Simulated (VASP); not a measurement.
# AlP in VASP: relaxation of the atoms with PBE+D3(BJ)

Aim: the relaxation of the atoms of AlP with PBE+D3(BJ).

All numbers are computed with VASP 6.6.1; they aren't measurements. Logs are shortened: lines on timing, memory, paths and dates and some standing lists are left out, and cuts for length are marked.

## (1) The cell of the first run

The cell holds a slab with vacuum, 24 atoms: a = 7.710 Å, b = 7.710 Å, c = 23.082 Å, α = 90.00°, β = 90.00°, γ = 120.00°.

## (2) Relaxation of the atoms, PBE+D3(BJ)

INCAR reads:

```
ALGO = Normal ; DIPOL = 0.5 0.5 0.500
EDIFF = 1E-6 ; EDIFFG = -0.03
ENCUT = 520 ; GGA = PE
IBRION = 2 ; IDIPOL = 3
ISIF = 2 ; ISMEAR = 0
IVDW = 12 ; KPAR = 2
LASPH = T ; LCHARG = F
LDIPOL = T ; LREAL = Auto
LWAVE = F ; NELM = 80
NSW = 90 ; PREC = Accurate
SIGMA = 0.05
```

KPOINTS reads:

```
k-points
0
Gamma
  3 3 1
```

POSCAR reads:

```
AlP
1.0
    7.7102570154      0.0000000000      0.0000000000
   -3.8551285077      6.6772784451      0.0000000000
    0.0000000000      0.0000000000     23.0823233026
P Al
12 12
Selective dynamics
Direct
    0.5000000000      0.0000000000      0.3465855623  F F F
    0.5000000000      0.5000000000      0.3465855623  F F F
    0.0000000000      0.0000000000      0.3465855623  F F F
    0.0000000000      0.5000000000      0.3465855623  F F F
    0.6666666667      0.8333333333      0.4829539514  F F F
    0.6666666667      0.3333333333      0.4829539514  F F F
    0.1666666667      0.8333333333      0.4829539514  F F F
    0.1666666667      0.3333333333      0.4829539514  F F F
    0.8333333333      0.6666666667      0.6193223405  T T T
    0.8333333333      0.1666666667      0.6193223405  T T T
    0.3333333333      0.6666666667      0.6193223405  T T T
    0.3333333333      0.1666666667      0.6193223405  T T T
    0.1666666667      0.8333333333      0.3806776595  F F F
    0.1666666667      0.3333333333      0.3806776595  F F F
    0.6666666667      0.8333333333      0.3806776595  F F F
    0.6666666667      0.3333333333      0.3806776595  F F F
    0.3333333333      0.6666666667      0.5170460486  T T T
    0.3333333333      0.1666666667      0.5170460486  T T T
    0.8333333333      0.6666666667      0.5170460486  T T T
    0.8333333333      0.1666666667      0.5170460486  T T T
    0.5000000000      0.5000000000      0.6534144377  T T T
    0.5000000000      0.0000000000      0.6534144377  T T T
    0.0000000000      0.5000000000      0.6534144377  T T T
    0.0000000000      0.0000000000      0.6534144377  T T T
```

Potentials or basis: VASP PAW PBE potentials, release 64 (P, Al).

Run with:

```console
> cat potpaw_PBE.64/P/POTCAR potpaw_PBE.64/Al/POTCAR > POTCAR
> mpirun -np 2 vasp_std > vasp.out
```

OUTCAR:

```text
EDIFF = 1E-6
   EDIFFG = -0.03
   ENCUT = 520
   GGA = PE
   IBRION = 2
   ISIF = 2
   ISMEAR = 0
   IVDW = 12
   LASPH = T
   LREAL = Auto
   NELM = 80
   NSW = 90
   PREC = Accurate
 IVDW          = 12

 ion  position               nearest neighbor table
   1  0.500  0.000  0.347-  13 2.36  16 2.36  15 2.36
   2  0.500  0.500  0.347-  14 2.36  15 2.36  16 2.36
   3  0.000  0.000  0.347-  15 2.36  14 2.36  13 2.36
   4  0.000  0.500  0.347-  16 2.36  13 2.36  14 2.36
   5  0.667  0.833  0.483-  19 2.36  17 2.36  20 2.36  15 2.36
   6  0.667  0.333  0.483-  20 2.36  18 2.36  19 2.36  16 2.36
   7  0.167  0.833  0.483-  17 2.36  19 2.36  18 2.36  13 2.36
   8  0.167  0.333  0.483-  18 2.36  20 2.36  17 2.36  14 2.36
   9  0.833  0.667  0.619-  21 2.36  24 2.36  23 2.36  19 2.36
  10  0.833  0.167  0.619-  22 2.36  23 2.36  24 2.36  20 2.36
[... 21 lines left out ...]
 A1 = (   7.7102570154,   0.0000000000,   0.0000000000)
 A2 = (  -3.8551285077,   6.6772784451,   0.0000000000)
 A3 = (   0.0000000000,   0.0000000000,  23.0823233026)

Analysis of symmetry for initial positions (statically):
=====================================================================
 Subroutine PRICEL returns following result:

  LATTYP: Found a hexagonal cell.
 ALAT       =     3.8551285077
 C/A-ratio  =     5.9874329109
[... 12 lines left out ...]
 Subroutine GETGRP returns: Found  6 space group operations
 (whereof  6 operations were pure point group operations)
 out of a pool of 24 trial point group operations.

The static configuration has the point symmetry C_3v.

Analysis of symmetry for dynamics (positions and initial velocities):
=====================================================================
 Subroutine PRICEL returns following result:

  LATTYP: Found a hexagonal cell.
 ALAT       =     3.8551285077
 C/A-ratio  =     5.9874329109
[... 12 lines left out ...]
 Subroutine GETGRP returns: Found  6 space group operations
 (whereof  6 operations were pure point group operations)
 out of a pool of 24 trial point group operations.

The dynamic configuration has the point symmetry C_3v.

Analysis of constrained symmetry for selective dynamics:
=====================================================================
 Subroutine PRICEL returns following result:

  LATTYP: Found a hexagonal cell.
 ALAT       =     3.8551285077
 C/A-ratio  =     5.9874329109
[... 12 lines left out ...]
 Subroutine GETGRP returns: Found  6 space group operations
 (whereof  6 operations were pure point group operations)
 out of a pool of 24 trial point group operations.

The constrained configuration has the point symmetry C_3v.

 Subroutine INISYM returns: Found  6 space group operations
 (whereof  6 operations are pure point group operations),
 and found     4 'primitive' translations

----------------------------------------------------------------------------------------

                                     Primitive cell

  volume of cell :     297.0899

  direct lattice vectors                    reciprocal lattice vectors
     3.855128508  0.000000000  0.000000000     0.259394725  0.149761614  0.000000000
    -1.927564254  3.338639223  0.000000000     0.000000000  0.299523229  0.000000000
     0.000000000  0.000000000 23.082323303     0.000000000  0.000000000  0.043323195

  length of vectors
     3.855128508  3.855128508 23.082323303     0.299523229  0.299523229  0.043323195

  position of ions in fractional coordinates (direct lattice)
     0.000000000  0.000000000  0.346585562
     0.333333333  0.666666667  0.482953951
     0.666666667  0.333333333  0.619322340
     0.333333333  0.666666667  0.380677660
     0.666666667  0.333333333  0.517046049
     0.000000000  0.000000000  0.653414438

  ion indices of the primitive-cell ions
   primitive index   ion index
                 1           1
                 2           5
                 3          12
                 4          15
                 5          18
                 6          22

----------------------------------------------------------------------------------------

 KPOINTS: k-points

Automatic generation of k-mesh.
 Grid dimensions read from file:
 generate k-points for:    3    3    1

 Generating k-lattice:

  Cartesian coordinates                     Fractional coordinates (reciprocal lattice)
     0.043232454  0.024960269  0.000000000     0.333333333  0.000000000  0.000000000
     0.000000000  0.049920538  0.000000000     0.000000000  0.333333333  0.000000000
     0.000000000  0.000000000  0.043323195     0.000000000  0.000000000  1.000000000

  Length of vectors
     0.049920538  0.049920538  0.043323195

  Shift w.r.t. Gamma in fractional coordinates (k-lattice)
     0.000000000  0.000000000  0.000000000

 Subroutine IBZKPT returns following result:
 ===========================================

 Found      3 irreducible k-points:

 Following reciprocal coordinates:
            Coordinates               Weight
  0.000000  0.000000  0.000000      1.000000
  0.333333 -0.000000  0.000000      6.000000
  0.333333  0.333333  0.000000      2.000000
   k-points           NKPTS =      3   k-points in BZ     NKDIM =      3   number of bands    NBANDS=     61
   number of dos      NEDOS =    301   number of ions     NIONS =     24
   total plane-waves  NPLWV = 648000
   dimension x,y,z NGX =    60 NGY =   60 NGZ =  180
   dimension x,y,z NGXF=   120 NGYF=  120 NGZF=  360
   ions per type =              12  12
   NGX,Y,Z   is equivalent  to a cutoff of  12.94, 12.94, 12.96 a.u.
   NGXF,Y,Z  is equivalent  to a cutoff of  25.87, 25.87, 25.93 a.u.
 SYSTEM =  unknown system
   PREC   = accura    normal or accurate (medium, high low for compatibility)
   ISTART =      0    job   : 0-new  1-cont  2-samecut
   ICHARG =      2    charge: 1-file 2-atom 10-const
   ISPIN  =      1    spin polarized calculation?
   LNONCOLLINEAR =      F non collinear calculations
   LSORBIT =      F    spin-orbit coupling
   LASPH  =      T    aspherical Exc in radial PAW
   ENCUT  =  520.0 eV  38.22 Ry    6.18 a.u.  14.34 14.34 42.92*2*pi/ulx,y,z
   NELM   =     80;   NELMIN=  2; NELMDL= -5     # of ELM steps
   EDIFF  = 0.1E-05   stopping-criterion for ELM
   LREAL  =      T    real-space projection
   EDIFFG = -.3E-01   stopping-criterion for IOM
   NSW    =     90    number of steps for IOM
   IBRION =      2    ionic relax: 0-MD 1-quasi-New 2-CG
   NFREE  =      1    steps in history (QN), initial steepest desc. (CG)
   ISIF   =      2    stress and relaxation
   ISYM   =      2    0-nonsym 1-usesym 2-fastsym
   POTIM  = 0.5000    time-step for ionic-motion
   TEBEG  =    0.0;   TEEND  =   0.0 temperature during run
   PSTRESS=    0.0 pullay stress
   NELECT =      96.0000    total number of electrons
   NUPDOWN=      -1.0000    fix difference up-down
   EMIN   =  10.00;   EMAX   =-10.00  energy-range for DOS
   EFERMI =   0.00;   METHOD = LEGACY
   ISMEAR =     0;   SIGMA  =   0.05  broadening in eV -4-tet -1-fermi 0-gaus
   EFERMI_NEDOS =   21; number of points for ismear=-14 and -15
   IALGO  =     38    algorithm
   IMIX   =      4    mixing-type and parameters
     AMIX     =   0.40;   BMIX     =  1.00
     AMIX_MAG =   1.60;   BMIX_MAG =  1.00
  volume/ion in A,a.u.               =      49.51       334.14
  Fermi-wavevector in a.u.,A,eV,Ry     =   0.707700  1.337359  6.814335  0.500840
  Thomas-Fermi vector in A             =   1.793819
   LORBIT       =      0    0 simple, 1 ext, 2 COOP (PROOUT), +10 PAW based schemes
   GGA     = PE    functional components
   LHFCALC =     F    Hartree Fock is set to
   AEXX    =    0.0000 exact exchange contribution
   IVDW    =    12    specifies the selected vdW correction
   LEPSILON=     F    determine dielectric tensor
   LRPA    =     F    only Hartree local field effects (RPA)
 conjugate gradient relaxation of ions
 non-spin polarized calculation
 Gauss-broadening in eV      SIGMA  =   0.05
  energy-cutoff  :      520.00
  volume of cell :     1188.36
 maximum number of plane-waves:     32059
 NGX is ok and might be reduce to    60
   NGX = 29   NGY = 29   NGZ = 85

--------------------------------------- Ionic step        1  -------------------------------------------

 number of electron      95.9999994 magnetization

 Free energy of the ion-electron system (eV)
  ---------------------------------------------------
  ext. energy  EPLUGINS =         0.00000000
  ---------------------------------------------------
  free energy    TOTEN  =      -113.73039613 eV

  energy without entropy =     -113.72065731  energy(sigma->0) =     -113.72552672

------------------------ aborting loop because EDIFF is reached ----------------------------------------

 Edisp (eV)   -5.76334

 E8    (eV) :    -2.4660
[... 171 lines left out ...]
  FREE ENERGIE OF THE ION-ELECTRON SYSTEM (eV)
  ---------------------------------------------------
  free  energy   TOTEN  =      -119.7909883108 eV

  energy  without entropy=     -119.7823084719  energy(sigma->0) =     -119.78664839

[... ionic steps 4 to 7 ...]

--------------------------------------- Ionic step        8  -------------------------------------------

 number of electron      95.9999993 magnetization

------------------------ aborting loop because EDIFF is reached ----------------------------------------
[... 119 lines left out ...]
--------------------------------------- Ionic step       10  -------------------------------------------

 number of electron      95.9999990 magnetization

 dipolmoment           0.000000      0.000000     -0.883717 electrons x Angstroem

 Free energy of the ion-electron system (eV)
  ---------------------------------------------------
  ext. energy  EPLUGINS =         0.00000000
  ---------------------------------------------------
  free energy    TOTEN  =      -114.02292417 eV

  energy without entropy =     -114.01431418  energy(sigma->0) =     -114.01861918

 E-fermi :  -0.5225     XC(G=0):  -4.4143

 val. band max:       -0.5376993707   @ k =   0.0000   0.0000   0.0000
 cond. band min:      -0.3904646579   @ k =   0.3333  -0.0000   0.0000
 fundamental gap:      0.1472347128
 Fermi energy:        -0.5225067780

 k-point     1 :       0.0000    0.0000    0.0000
  band No.  band energies     occupation
      1     -13.4279      2.00000
      2     -12.2815      2.00000
      3     -12.0322      2.00000
      4     -12.0322      2.00000
      5     -12.0322      2.00000
      6     -11.0307      2.00000
[... 178 lines left out ...]
     59       2.1888      0.00000
     60       2.1888      0.00000
 [bands above 60 left out]

------------------------ aborting loop because EDIFF is reached ----------------------------------------

 vacuum level on the upper side and lower side of the slab       (xc-potential included)        -1.577         1.377

 Edisp (eV)   -5.80485

 E8    (eV) :    -2.4857

  FORCE on cell =-STRESS in cart. coord.  units (eV):
  Direction    XX          YY          ZZ          XY          YZ          ZX
  --------------------------------------------------------------------------------------
  -------------------------------------------------------------------------------------
  Total       0.38938     0.38938     4.49437     0.00000     0.00000     0.00000
  in kB       0.52498     0.52498     6.05942     0.00000     0.00000     0.00000
  external pressure =        2.37 kB  Pullay stress =        0.00 kB
[... 39 lines left out ...]
  FREE ENERGIE OF THE ION-ELECTRON SYSTEM (eV)
  ---------------------------------------------------
  free  energy   TOTEN  =      -119.8277782786 eV

  energy  without entropy=     -119.8191682907  energy(sigma->0) =     -119.82347328

 reached required accuracy - stopping structural energy minimisation

 vacuum level on the upper side and lower side of the slab         2.608         5.601
```

It took 30 min on 2 MPI ranks of Intel Xeon Platinum 8559C (Emerald Rapids), shared host; peak memory 1.2 GiB.

Results:

```
Free energy                : -119.8278 eV
Energy gained by relaxing  : 13.9 meV/atom
Ionic steps                : 10
Band gap on the k mesh     : zero (filled and empty bands touch)
Dispersion energy per atom : -0.242 eV
```

Step by step:
| step | energy change (eV) | largest force on free atoms (eV/Å) | pressure (GPa) |
| --- | --- | --- | --- |
| 1 | 0.0000 | 1.0052 | -0.16 |
| 2 | -0.2538 | 0.3119 | -0.12 |
| 3 | -0.2972 | 0.1586 | -0.05 |
| 4 | -0.2973 | 0.1652 | -0.05 |
| 5 | -0.3034 | 0.1389 | -0.03 |
| 6 | -0.3148 | 0.0755 | 0.03 |
| 7 | -0.3083 | 0.2019 | 0.16 |
| 8 | -0.3167 | 0.1040 | 0.08 |
| 9 | -0.3237 | 0.0839 | 0.12 |
| 10 | -0.3340 | 0.0184 | 0.24 |

Final structure:
```
CELL_PARAMETERS angstrom
7.71026 0.00000 0.00000
-3.85513 6.67728 0.00000
0.00000 0.00000 23.08232
ATOMIC_POSITIONS crystal
P 0.50000 0.00000 0.34659
P 0.50000 0.50000 0.34659
P 0.00000 0.00000 0.34659
P 0.00000 0.50000 0.34659
P 0.66667 0.83333 0.48295
P 0.66667 0.33333 0.48295
P 0.16667 0.83333 0.48295
P 0.16667 0.33333 0.48295
P 0.83333 0.66667 0.62053
P 0.83333 0.16667 0.62053
P 0.33333 0.66667 0.62053
P 0.33333 0.16667 0.62053
Al 0.16667 0.83333 0.38068
Al 0.16667 0.33333 0.38068
Al 0.66667 0.83333 0.38068
Al 0.66667 0.33333 0.38068
Al 0.33333 0.66667 0.51304
Al 0.33333 0.16667 0.51304
Al 0.83333 0.66667 0.51304
Al 0.83333 0.16667 0.51304
Al 0.50000 0.50000 0.64693
Al 0.50000 0.00000 0.64693
Al 0.00000 0.50000 0.64693
Al 0.00000 0.00000 0.64693
```

Levels at points of the mesh, in eV from the Fermi level:
```csv
k point,band 46,band 47,band 48,band 49,band 50,band 51
"(0.00, 0.00, 0.00)",-0.34,-0.02,-0.02,-0.02,0.17,0.17
```

The gap in the log of VASP goes by the Fermi energy; the results here count the filled bands.